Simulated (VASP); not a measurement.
# HfIr3 (Pm-3m) in VASP: notebook

The runs below take HfIr3 through single point, relaxation of volume and atoms at fixed shape, with LDA.

Everything below comes from runs of VASP 6.6.1. Logs are shortened: lines on timing, memory, paths and dates and some standing lists are left out, and cuts for length are marked.

### 1 The cell of the first run

It takes space group Pm-3m (No. 221, cubic). Conventional cell: a = 3.899 Å, b = 3.899 Å, c = 3.899 Å, α = 90.00°, β = 90.00°, γ = 90.00°. Hf (site symmetry m-3m) has 12 Ir at 2.76 Å within 3.6 Å. Within 3.6 Å of Ir (site symmetry 4/mmm) lie 4 Hf at 2.76 Å and 8 Ir at 2.76 Å.

### 2 Single point, LDA

Contents of INCAR:

```
PREC = Accurate
ENCUT = 520
EDIFF = 1E-7
ISMEAR = 1
SIGMA = 0.1
LREAL = False
LASPH = True
NELM = 100
ALGO = Normal
ISIF = 2
LWAVE = False
LCHARG = False
NBANDS = 26
```

Contents of KPOINTS:

```
Automatic mesh
0
Gamma
  6 6 6
```

Contents of POSCAR:

```
HfIr3
1.0
    3.8987233635      0.0000000000      0.0000000000
    0.0000000000      3.8987233635      0.0000000000
    0.0000000000      0.0000000000      3.8987233635
Hf Ir
1 3
Direct
    0.0000000000      0.0000000000      0.0000000000
    0.0000000000      0.5000000000      0.5000000000
    0.5000000000      0.0000000000      0.5000000000
    0.5000000000      0.5000000000      0.0000000000
```

Potentials or basis: VASP PAW LDA potentials, release 64 (Hf_pv, Ir).

Launch:

```
$ cat potpaw_LDA.64/Hf_pv/POTCAR potpaw_LDA.64/Ir/POTCAR > POTCAR
$ mpirun -np 1 vasp_std > vasp.out
```

OUTCAR:

```text
PREC = Accurate
   ENCUT = 520
   EDIFF = 1E-7
   ISMEAR = 1
   LREAL = False
   LASPH = True
   NELM = 100
   ISIF = 2

 ion  position               nearest neighbor table
   1  0.000  0.000  0.000-   2 2.76   3 2.76   4 2.76   2 2.76   3 2.76   2 2.76   4 2.76   2 2.76
                             3 2.76   4 2.76   3 2.76   4 2.76
   2  0.000  0.500  0.500-   1 2.76   3 2.76   4 2.76   1 2.76   4 2.76   1 2.76   3 2.76   1 2.76
                             3 2.76   4 2.76   4 2.76   3 2.76
   3  0.500  0.000  0.500-   1 2.76   2 2.76   4 2.76   1 2.76   4 2.76   2 2.76   4 2.76   4 2.76
                             1 2.76   2 2.76   1 2.76   2 2.76
   4  0.500  0.500  0.000-   1 2.76   2 2.76   3 2.76   2 2.76   3 2.76   1 2.76   3 2.76   3 2.76
                             1 2.76   2 2.76   2 2.76   1 2.76

  LATTYP: Found a simple cubic cell.
 ALAT       =     3.8987233635

  Lattice vectors:

 A1 = (   3.8987233635,   0.0000000000,   0.0000000000)
 A2 = (   0.0000000000,   3.8987233635,   0.0000000000)
 A3 = (   0.0000000000,   0.0000000000,   3.8987233635)

Analysis of symmetry for initial positions (statically):
=====================================================================
 Subroutine PRICEL returns:
 Original cell was already a primitive cell.

 Routine SETGRP: Setting up the symmetry group for a
 simple cubic supercell.

 Subroutine GETGRP returns: Found 48 space group operations
 (whereof 48 operations were pure point group operations)
 out of a pool of 48 trial point group operations.

The static configuration has the point symmetry O_h .

Analysis of symmetry for dynamics (positions and initial velocities):
=====================================================================
 Subroutine PRICEL returns:
 Original cell was already a primitive cell.

 Routine SETGRP: Setting up the symmetry group for a
 simple cubic supercell.

 Subroutine GETGRP returns: Found 48 space group operations
 (whereof 48 operations were pure point group operations)
 out of a pool of 48 trial point group operations.

The dynamic configuration has the point symmetry O_h .

 Subroutine INISYM returns: Found 48 space group operations
 (whereof 48 operations are pure point group operations),
 and found     1 'primitive' translations

[... 87 lines left out ...]
   ISPIN  =      1    spin polarized calculation?
   LNONCOLLINEAR =      F non collinear calculations
   LSORBIT =      F    spin-orbit coupling
   LASPH  =      T    aspherical Exc in radial PAW
   ENCUT  =  520.0 eV  38.22 Ry    6.18 a.u.   7.25  7.25  7.25*2*pi/ulx,y,z
   NELM   =    100;   NELMIN=  2; NELMDL= -5     # of ELM steps
   EDIFF  = 0.1E-06   stopping-criterion for ELM
   LREAL  =      F    real-space projection
   EDIFFG = 0.1E-05   stopping-criterion for IOM
   NSW    =      0    number of steps for IOM
   IBRION =     -1    ionic relax: 0-MD 1-quasi-New 2-CG
   NFREE  =      0    steps in history (QN), initial steepest desc. (CG)
   ISIF   =      2    stress and relaxation
   ISYM   =      2    0-nonsym 1-usesym 2-fastsym
   POTIM  = 0.5000    time-step for ionic-motion
   TEBEG  =    0.0;   TEEND  =   0.0 temperature during run
   PSTRESS=    0.0 pullay stress
   NELECT =      37.0000    total number of electrons
   NUPDOWN=      -1.0000    fix difference up-down
   EMIN   =  10.00;   EMAX   =-10.00  energy-range for DOS
   EFERMI =   0.00;   METHOD = LEGACY
   ISMEAR =     1;   SIGMA  =   0.10  broadening in eV -4-tet -1-fermi 0-gaus
   EFERMI_NEDOS =   21; number of points for ismear=-14 and -15
   IALGO  =     38    algorithm
   IMIX   =      4    mixing-type and parameters
     AMIX     =   0.40;   BMIX     =  1.00
     AMIX_MAG =   1.60;   BMIX_MAG =  1.00
  volume/ion in A,a.u.               =      14.82        99.98
  Fermi-wavevector in a.u.,A,eV,Ry     =   1.399221  2.644144 26.637751  1.957819
  Thomas-Fermi vector in A             =   2.522302
   LORBIT       =      0    0 simple, 1 ext, 2 COOP (PROOUT), +10 PAW based schemes
   GGA     = CA    functional components
   LHFCALC =     F    Hartree Fock is set to
   AEXX    =    0.0000 exact exchange contribution
   IVDW    =     0    specifies the selected vdW correction
   LEPSILON=     F    determine dielectric tensor
   LRPA    =     F    only Hartree local field effects (RPA)
 non-spin polarized calculation
 Methfessel and Paxton  Order N= 1 SIGMA  =   0.10
  energy-cutoff  :      520.00
  volume of cell :       59.26
 maximum number of plane-waves:      1628
 NGX is ok and might be reduce to    30
   NGX = 15   NGY = 15   NGZ = 15

 number of electron      36.9999994 magnetization

 Free energy of the ion-electron system (eV)
  ---------------------------------------------------
  ext. energy  EPLUGINS =         0.00000000
  ---------------------------------------------------
  free energy    TOTEN  =       -45.00193322 eV

  energy without entropy =      -45.00457834  energy(sigma->0) =      -45.00281493

 E-fermi :   8.6241     XC(G=0): -13.7692

 val. band max:        8.5822730066   @ k =   0.1667   0.1667   0.1667
 cond. band min:       8.6704349727   @ k =   0.3333   0.3333   0.0000
 fundamental gap:      0.0881619661
 Fermi energy:         8.6241028672

 k-point     1 :       0.0000    0.0000    0.0000
  band No.  band energies     occupation
      1     -21.0049      2.00000
      2     -21.0049      2.00000
      3     -21.0049      2.00000
      4      -1.0090      2.00000
      5       2.0722      2.00000
      6       2.1198      2.00000
[... 569 lines left out ...]
     25      12.7165      0.00000
     26      14.4985      0.00000

------------------------ aborting loop because EDIFF is reached ----------------------------------------

  FORCE on cell =-STRESS in cart. coord.  units (eV):
  Direction    XX          YY          ZZ          XY          YZ          ZX
  --------------------------------------------------------------------------------------
  -------------------------------------------------------------------------------------
  Total        0.2697681      0.2697681      0.2697681     -0.0000000     -0.0000000      0.0000000
  in kB        7.2934647      7.2934647      7.2934647     -0.0000000     -0.0000000      0.0000000
  external PRESSURE =       7.2934647 kB  Pullay stress =       0.0000000 kB

 VOLUME and BASIS-vectors are now :
 -----------------------------------------------------------------------------
  energy-cutoff  :      520.00
  volume of cell :       59.26
      direct lattice vectors                 reciprocal lattice vectors
     3.898723363  0.000000000  0.000000000     0.256494218  0.000000000  0.000000000
     0.000000000  3.898723363  0.000000000     0.000000000  0.256494218  0.000000000
     0.000000000  0.000000000  3.898723363     0.000000000  0.000000000  0.256494218

 POSITION                                       TOTAL-FORCE (eV/Angst)
 -----------------------------------------------------------------------------------
      0.00000      0.00000      0.00000         0.000000      0.000000      0.000000
      0.00000      1.94936      1.94936         0.000000      0.000000      0.000000
      1.94936      0.00000      1.94936         0.000000      0.000000      0.000000
      1.94936      1.94936      0.00000         0.000000      0.000000      0.000000
 -----------------------------------------------------------------------------------
    total drift:                                0.000000      0.000000     -0.000000

  FREE ENERGIE OF THE ION-ELECTRON SYSTEM (eV)
  ---------------------------------------------------
  free  energy   TOTEN  =       -45.0019332226 eV

  energy  without entropy=      -45.0045783404  energy(sigma->0) =      -45.00281493
```

OSZICAR:

```text
N       E                     dE             d eps       ncg     rms          rms(c)
DAV:   1     0.338742752109E+03    0.33874E+03   -0.16986E+04  1040   0.140E+03
DAV:   2    -0.250551969773E+02   -0.36380E+03   -0.34678E+03  1042   0.437E+02
DAV:   3    -0.466659551283E+02   -0.21611E+02   -0.20577E+02  1382   0.100E+02
DAV:   4    -0.473491279137E+02   -0.68317E+00   -0.67830E+00  1270   0.181E+01
DAV:   5    -0.473663802948E+02   -0.17252E-01   -0.17243E-01  1280   0.254E+00    0.775E+01
DAV:   6    -0.454530088590E+02    0.19134E+01   -0.53106E+00  1392   0.201E+01    0.357E+01
DAV:   7    -0.450677831780E+02    0.38523E+00   -0.11687E+00  1306   0.603E+00    0.154E+01
DAV:   8    -0.450110211658E+02    0.56762E-01   -0.37267E-01  1358   0.562E+00    0.242E+00
DAV:   9    -0.450022871833E+02    0.87340E-02   -0.40948E-02  1240   0.199E+00    0.914E-01
DAV:  10    -0.450019350870E+02    0.35210E-03   -0.24546E-03  1348   0.274E-01    0.227E-01
DAV:  11    -0.450019368027E+02   -0.17157E-05   -0.13414E-04  1204   0.887E-02    0.668E-02
DAV:  12    -0.450019333639E+02    0.34387E-05   -0.11712E-05  1156   0.272E-02    0.787E-03
DAV:  13    -0.450019332204E+02    0.14354E-06   -0.16352E-06  1306   0.723E-03    0.267E-03
DAV:  14    -0.450019332226E+02   -0.22542E-08   -0.57475E-08   648   0.207E-03
   1 F= -.45001933E+02 E0= -.45002815E+02  d E =0.264512E-02
```

stdout:

```text
POSCAR found type information on POSCAR HfIr
 POSCAR found :  2 types and       4 ions
 scaLAPACK will be used
 LDA part: xc-table for (Slater(with rela. corr.)+CA(PZ))
 , standard interpolation
 POSCAR, INCAR and KPOINTS ok, starting setup
 FFT: planning ... GRIDC
 FFT: planning ... GRID_SOFT
 FFT: planning ... GRID
 WAVECAR not read
 entering main loop
```

Wall time 50 s (1 thread of Intel Xeon 8259CL, shared host); peak memory 0.17 GiB.

Results:

```yaml
Free_energy: -45.0019 eV
Pressure: 0.7 GPa
Band_gap_on_the_k_mesh: zero (an odd number of electrons rules out a gap without spin polarisation)
```

Caveat: spin-orbit coupling is left out, which moves the levels of the heavy elements.

### 3 Relaxation of volume and atoms at fixed shape, LDA

This run uses another cell than the first one, of 15.13 Å³/atom.

Contents of INCAR:

```
  PREC = Accurate
  ENCUT = 600
  EDIFF = 1E-6
  ISMEAR = 1
  SIGMA = 0.1
  LREAL = F
  LASPH = T
  NELM = 80
  ALGO = Normal
  ISIF = 8
  LWAVE = F
  LCHARG = F
  GGA = CA
  IBRION = 2
  NSW = 80
  EDIFFG = -0.03
```

Contents of KPOINTS:

```
regular mesh
0
Gamma
  6 6 6
```

Contents of POSCAR:

```
HfIr3
1.0
    3.9260000000      0.0000000000      0.0000000000
    0.0000000000      3.9260000000      0.0000000000
    0.0000000000      0.0000000000      3.9260000000
Hf Ir
1 3
Direct
    0.0000000000      0.0000000000      0.0000000000
    0.0000000000      0.5000000000      0.5000000000
    0.5000000000      0.0000000000      0.5000000000
    0.5000000000      0.5000000000      0.0000000000
```

Potentials or basis: VASP PAW LDA potentials, release 64 (Hf_pv, Ir).

Launch:

```
$ cat potpaw_LDA.64/Hf_pv/POTCAR potpaw_LDA.64/Ir/POTCAR > POTCAR
$ mpirun -np 1 vasp_std > vasp.out
```

Wall time 1.9 min (1 thread of Intel Xeon 8259CL, shared host); peak memory 0.18 GiB.

The run converged. Its results:

| Item | Value |
| --- | --- |
| Free energy | -45.0030 eV |
| Relaxed volume | 14.86 Å³/atom |
| Relaxed cell | a = 3.903 Å, b = 3.903 Å, c = 3.903 Å, α = 90.00°, β = 90.00°, γ = 90.00° |
| Space group after relaxing (to 0.1 Å) | Pm-3m (No. 221) |
| Energy gained by relaxing | 5.1 meV/atom |
| Ionic steps | 3 |
| Pressure after relaxing | -0.1 GPa |
| Band gap on the k mesh | zero (an odd number of electrons rules out a gap without spin polarisation) |

Step by step:
```tsv
step	energy change (eV)	largest force (eV/Å)	pressure (GPa)	volume (Å³)
1	0.0000	0.0000	-5.74	60.51
2	0.2163	0.0000	22.87	55.89
3	-0.0202	0.0000	-0.10	59.43
```

Final structure:
```cif
data_structure
_symmetry_space_group_name_H-M 'P 1'
_symmetry_Int_Tables_number 1
_cell_length_a 3.9025
_cell_length_b 3.9025
_cell_length_c 3.9025
_cell_angle_alpha 90.000
_cell_angle_beta 90.000
_cell_angle_gamma 90.000
_cell_volume 59.43
loop_
_atom_site_label
_atom_site_type_symbol
_atom_site_fract_x
_atom_site_fract_y
_atom_site_fract_z
_atom_site_occupancy
Hf1 Hf 0.00000 0.00000 0.00000 1
Ir1 Ir 0.00000 0.50000 0.50000 1
Ir2 Ir 0.50000 0.00000 0.50000 1
Ir3 Ir 0.50000 0.50000 0.00000 1
```

Levels at points of the mesh, in eV from the Fermi level:
```tsv
k point	band 14	band 15	band 16	band 17	band 18	band 19	band 20	band 21	band 22
(0.00, 0.00, 0.00)	0.05	0.05	1.43	1.99	1.99	1.99	3.10	3.10	3.10
(0.50, 0.00, 0.00)	-2.13	-1.72	-1.17	-1.06	-1.06	0.41	2.00	2.06	2.06
(0.50, 0.50, 0.00)	-3.09	-1.72	-1.65	-1.61	-1.61	-0.68	-0.67	2.98	2.98
(0.50, 0.50, 0.50)	-1.68	-1.68	-0.09	1.03	1.03	1.03	1.45	1.45	1.45
```

Caveat: spin-orbit coupling is left out, which moves the levels of the heavy elements. LDA usually gives volumes a few per cent too small.
